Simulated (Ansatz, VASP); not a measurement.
# KTaO3: VASP beside Ansatz

```
K Ta O
1.0
     4.02442    0.00000    0.00000
     0.00000    4.02442    0.00000
     0.00000    0.00000    4.02442
K Ta O
1 1 3
Direct
  0.00000 0.00000 0.00000
  0.50000 0.50000 0.50000
  0.50000 0.00000 0.50000
  0.50000 0.50000 0.00000
  0.00000 0.50000 0.50000
```

Alike in both runs: functional PBE; k mesh 8 × 8 × 8; occupations gaussian, width 0.02 eV; no spin polarisation.

Ansatz relaxed the structure, and its values are those at the end. VASP's run is a single point on that final structure, the one shown.

|  | VASP | Ansatz |
| --- | --- | --- |
| version | VASP 6.6.1 | Ansatz 0.2.0 |
| potentials or method | VASP PAW PBE potentials, release 64 (K_sv, Ta_pv, O), cutoff 520 eV | scalar-relativistic, plane waves, PAW |
| valence electrons in the cell | 38 | 40 |

|  | VASP | Ansatz | Ansatz less VASP |
| --- | --- | --- | --- |
| gap on the k mesh at the Fermi level (eV) | 2.12 | 2.16 | +0.046 |
| least direct gap on the mesh (eV) | 2.75 | 2.78 | +0.036 |
| pressure (GPa) | 0.6 | 0.0 | -0.58 |

The functional is the same, so the differences come from potentials, cutoffs and numerics. VASP's potentials hold 38 valence electrons a cell and Ansatz's 40, so a difference there can come from the potentials and not from the codes.

Neither program's run includes spin-orbit coupling.
